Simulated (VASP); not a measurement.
# CsPbCl3 (Pm-3m) in VASP: single point with r2SCAN

Aim: the single point of CsPbCl3 with r2SCAN.

Program: VASP 6.6.1. These are calculated values, not measurements. Logs are shortened: lines on timing, memory, paths and dates and some standing lists are left out, and cuts for length are marked.

### 1 The cell of the first run

The structure is cubic, space group Pm-3m (No. 221). Conventional cell: a = 5.497 Å, b = 5.497 Å, c = 5.497 Å, α = 90.00°, β = 90.00°, γ = 90.00°. Cs (site symmetry m-3m) has 12 Cl at 3.89 Å and 8 Pb at 4.76 Å within 5.1 Å. Pb (site symmetry m-3m) has 6 Cl at 2.75 Å within 3.6 Å. Cl (site symmetry 4/mmm) has 2 Pb at 2.75 Å within 3.6 Å.

### 2 Single point, r2SCAN (volume scaled by 0.91)

POSCAR reads:

```
CsPbCl3
1.0
    5.4965013500      0.0000000000      0.0000000000
    0.0000000000      5.4965013500      0.0000000000
    0.0000000000      0.0000000000      5.4965013500
Cs Pb Cl
1 1 3
Direct
    0.0000000000      0.0000000000      0.0000000000
    0.5000000000      0.5000000000      0.5000000000
    0.5000000000      0.5000000000      0.0000000000
    0.0000000000      0.5000000000      0.5000000000
    0.5000000000      0.0000000000      0.5000000000
```

INCAR.step1 reads:

```
  ALGO = Normal
  EDIFF = 1E-4
  ENCUT = 520
  GGA = PE
  ISMEAR = 0
  LASPH = True
  LCHARG = False
  LREAL = False
  LWAVE = True
  NBANDS = 30
  NELM = 100
  PREC = Accurate
  SIGMA = 0.02
```

INCAR.step2 reads:

```
  ALGO = Normal
  EDIFF = 1E-6
  ENCUT = 520
  ISIF = 2
  ISMEAR = 0
  ISTART = 1
  LASPH = True
  LCHARG = True
  LELF = True
  LMIXTAU = True
  LREAL = False
  LVHAR = True
  LWAVE = False
  METAGGA = R2SCAN
  NBANDS = 30
  NELM = 100
  PREC = Accurate
  SIGMA = 0.02
```

KPOINTS reads:

```
k-points
0
Gamma
  6 6 6
```

Potentials or basis: VASP PAW PBE potentials, release 64 (Cs_sv, Pb_d, Cl).

Command:

```bash
> cat potpaw_PBE.64/Cs_sv/POTCAR potpaw_PBE.64/Pb_d/POTCAR potpaw_PBE.64/Cl/POTCAR > POTCAR
> cp INCAR.step1 INCAR
> mpirun -np 1 vasp_std > vasp.out
> cp INCAR.step2 INCAR
> mpirun -np 1 vasp_std > vasp.out
```

OUTCAR:

```text
EDIFF = 1E-6
   ENCUT = 520
   ISIF = 2
   ISMEAR = 0
   ISTART = 1
   LASPH = True
   LREAL = False
   METAGGA = R2SCAN
   NELM = 100
   PREC = Accurate

 ion  position               nearest neighbor table
   1  0.000  0.000  0.000-
   2  0.500  0.500  0.500-   3 2.75   4 2.75   5 2.75   3 2.75   5 2.75   4 2.75
   3  0.500  0.500  0.000-   2 2.75   2 2.75
   4  0.000  0.500  0.500-   2 2.75   2 2.75
   5  0.500  0.000  0.500-   2 2.75   2 2.75

  LATTYP: Found a simple cubic cell.
 ALAT       =     5.4965013500

  Lattice vectors:

 A1 = (   5.4965013500,   0.0000000000,   0.0000000000)
 A2 = (   0.0000000000,   5.4965013500,   0.0000000000)
 A3 = (   0.0000000000,   0.0000000000,   5.4965013500)

Analysis of symmetry for initial positions (statically):
=====================================================================
 Subroutine PRICEL returns:
 Original cell was already a primitive cell.

 Routine SETGRP: Setting up the symmetry group for a
 simple cubic supercell.

 Subroutine GETGRP returns: Found 48 space group operations
 (whereof 48 operations were pure point group operations)
 out of a pool of 48 trial point group operations.

The static configuration has the point symmetry O_h .

Analysis of symmetry for dynamics (positions and initial velocities):
=====================================================================
 Subroutine PRICEL returns:
 Original cell was already a primitive cell.

 Routine SETGRP: Setting up the symmetry group for a
 simple cubic supercell.

 Subroutine GETGRP returns: Found 48 space group operations
 (whereof 48 operations were pure point group operations)
 out of a pool of 48 trial point group operations.

The dynamic configuration has the point symmetry O_h .

 Subroutine INISYM returns: Found 48 space group operations
 (whereof 48 operations are pure point group operations),
 and found     1 'primitive' translations

----------------------------------------------------------------------------------------

                                     Primitive cell

  volume of cell :     166.0577

[... 83 lines left out ...]
   ISPIN  =      1    spin polarized calculation?
   LNONCOLLINEAR =      F non collinear calculations
   LSORBIT =      F    spin-orbit coupling
   LASPH  =      T    aspherical Exc in radial PAW
   ENCUT  =  520.0 eV  38.22 Ry    6.18 a.u.  10.22 10.22 10.22*2*pi/ulx,y,z
   NELM   =    100;   NELMIN=  2; NELMDL=  0     # of ELM steps
   EDIFF  = 0.1E-05   stopping-criterion for ELM
   LREAL  =      F    real-space projection
   EDIFFG = 0.1E-04   stopping-criterion for IOM
   NSW    =      0    number of steps for IOM
   IBRION =     -1    ionic relax: 0-MD 1-quasi-New 2-CG
   NFREE  =      0    steps in history (QN), initial steepest desc. (CG)
   ISIF   =      2    stress and relaxation
   ISYM   =      2    0-nonsym 1-usesym 2-fastsym
   POTIM  = 0.5000    time-step for ionic-motion
   TEBEG  =    0.0;   TEEND  =   0.0 temperature during run
   PSTRESS=    0.0 pullay stress
   NELECT =      44.0000    total number of electrons
   NUPDOWN=      -1.0000    fix difference up-down
   EMIN   =  10.00;   EMAX   =-10.00  energy-range for DOS
   EFERMI =   0.00;   METHOD = LEGACY
   ISMEAR =     0;   SIGMA  =   0.02  broadening in eV -4-tet -1-fermi 0-gaus
   EFERMI_NEDOS =   21; number of points for ismear=-14 and -15
   IALGO  =     38    algorithm
   IMIX   =      4    mixing-type and parameters
     AMIX     =   0.40;   BMIX     =  1.00
     AMIX_MAG =   1.60;   BMIX_MAG =  1.00
  volume/ion in A,a.u.               =      33.21       224.12
  Fermi-wavevector in a.u.,A,eV,Ry     =   1.051492  1.987032 15.043089  1.105636
  Thomas-Fermi vector in A             =   2.186537
   LORBIT       =      0    0 simple, 1 ext, 2 COOP (PROOUT), +10 PAW based schemes
   METAGGA = R2SCAN    functional components
   LHFCALC =     F    Hartree Fock is set to
   AEXX    =    0.0000 exact exchange contribution
   IVDW    =     0    specifies the selected vdW correction
   LEPSILON=     F    determine dielectric tensor
   LRPA    =     F    only Hartree local field effects (RPA)
 non-spin polarized calculation
 Gauss-broadening in eV      SIGMA  =   0.02
  energy-cutoff  :      520.00
  volume of cell :      166.06
 maximum number of plane-waves:      4500
 NGX is ok and might be reduce to    42
   NGX = 21   NGY = 21   NGZ = 21

 number of electron      43.9999979 magnetization

 Free energy of the ion-electron system (eV)
  ---------------------------------------------------
  ext. energy  EPLUGINS =         0.00000000
  ---------------------------------------------------
  free energy    TOTEN  =      -108.04539064 eV

  energy without entropy =     -108.04539064  energy(sigma->0) =     -108.04539064

 E-fermi :   2.5497     XC(G=0):  -8.5324

 val. band max:        2.4273513589   @ k =   0.5000   0.5000   0.5000
 cond. band min:       4.4274712407   @ k =   0.5000   0.5000   0.5000
 fundamental gap:      2.0001198819
 Fermi energy:         2.5497253033

 k-point     1 :       0.0000    0.0000    0.0000
  band No.  band energies     occupation
      1     -19.9797      2.00000
      2     -15.3982      2.00000
      3     -15.3982      2.00000
      4     -14.9901      2.00000
      5     -14.9901      2.00000
      6     -14.9901      2.00000
[... 649 lines left out ...]
     29       8.0637      0.00000
     30       9.3477      0.00000

------------------------ aborting loop because EDIFF is reached ----------------------------------------

  FORCE on cell =-STRESS in cart. coord.  units (eV):
  Direction    XX          YY          ZZ          XY          YZ          ZX
  --------------------------------------------------------------------------------------
  -------------------------------------------------------------------------------------
  Total        3.0300053      3.0300053      3.0300053     -0.0000000      0.0000000      0.0000000
  in kB       29.2344513     29.2344513     29.2344513     -0.0000000      0.0000000      0.0000000
  external PRESSURE =      29.2344513 kB  Pullay stress =       0.0000000 kB

 VOLUME and BASIS-vectors are now :
 -----------------------------------------------------------------------------
  energy-cutoff  :      520.00
  volume of cell :      166.06
      direct lattice vectors                 reciprocal lattice vectors
     5.496501350  0.000000000  0.000000000     0.181933913  0.000000000  0.000000000
     0.000000000  5.496501350  0.000000000     0.000000000  0.181933913  0.000000000
     0.000000000  0.000000000  5.496501350     0.000000000  0.000000000  0.181933913

 POSITION                                       TOTAL-FORCE (eV/Angst)
 -----------------------------------------------------------------------------------
      0.00000      0.00000      0.00000         0.000000      0.000000      0.000000
      2.74825      2.74825      2.74825         0.000000      0.000000      0.000000
      2.74825      2.74825      0.00000         0.000000      0.000000      0.000000
      0.00000      2.74825      2.74825         0.000000      0.000000      0.000000
      2.74825      0.00000      2.74825         0.000000      0.000000      0.000000
 -----------------------------------------------------------------------------------
    total drift:                                0.000000     -0.000000     -0.000000

  FREE ENERGIE OF THE ION-ELECTRON SYSTEM (eV)
  ---------------------------------------------------
  free  energy   TOTEN  =      -108.0453906382 eV

  energy  without entropy=     -108.0453906382  energy(sigma->0) =     -108.04539064
```

OSZICAR.step1:

```text
N       E                     dE             d eps       ncg     rms          rms(c)
DAV:   1     0.418212614964E+03    0.41821E+03   -0.19579E+04  1200   0.136E+03
DAV:   2     0.317502790775E+02   -0.38646E+03   -0.36815E+03  1424   0.323E+02
DAV:   3    -0.160890127062E+02   -0.47839E+02   -0.47318E+02  1508   0.121E+02
DAV:   4    -0.180052270266E+02   -0.19162E+01   -0.19075E+01  1516   0.298E+01
DAV:   5    -0.180761751414E+02   -0.70948E-01   -0.70904E-01  1536   0.518E+00    0.602E+00
DAV:   6    -0.173478634104E+02    0.72831E+00   -0.13230E+00  1756   0.117E+01    0.386E+00
DAV:   7    -0.173174935336E+02    0.30370E-01   -0.56995E-01  1816   0.464E+00    0.193E+00
DAV:   8    -0.173310552234E+02   -0.13562E-01   -0.78215E-02  1796   0.242E+00    0.275E-01
DAV:   9    -0.173292815841E+02    0.17736E-02   -0.15195E-02  1856   0.110E+00    0.122E-01
DAV:  10    -0.173297617554E+02   -0.48017E-03   -0.17447E-03  1440   0.244E-01    0.520E-02
DAV:  11    -0.173298109475E+02   -0.49192E-04   -0.12779E-04  1142   0.114E-01
   1 F= -.17329811E+02 E0= -.17329811E+02  d E =-.113782E-38
```

Run time: 6 min. Hardware: 1 thread of Intel Xeon Platinum 8175M at 2.50GHz (Skylake/Cascade Lake), shared host; peak memory 0.34 GiB.

What came out:

- Free energy: -108.0454 eV
- Pressure: 2.9 GPa
- Band gap on the k mesh: 2.00 eV, direct

Levels at points of the mesh, in eV from the valence-band top:
| k point | band 19 | band 20 | band 21 | band 22 | band 23 | band 24 | band 25 | band 26 |
| --- | --- | --- | --- | --- | --- | --- | --- | --- |
| (0.00, 0.00, 0.00) | -3.39 | -3.25 | -3.25 | -3.25 | 3.45 | 4.11 | 4.11 | 5.15 |
| (0.50, 0.00, 0.00) | -3.49 | -3.39 | -3.39 | -2.04 | 3.27 | 4.77 | 5.13 | 5.62 |
| (0.50, 0.50, 0.00) | -3.60 | -3.42 | -2.92 | -0.98 | 2.68 | 2.68 | 5.17 | 5.49 |
| (0.50, 0.50, 0.50) | -2.91 | -2.91 | -2.91 | 0.00 | 2.00 | 2.00 | 2.00 | 5.30 |

Caveat: the PAW data sets were made with another functional, which shifts forces and pressure a little; spin-orbit coupling is left out, which moves the levels of the heavy elements.
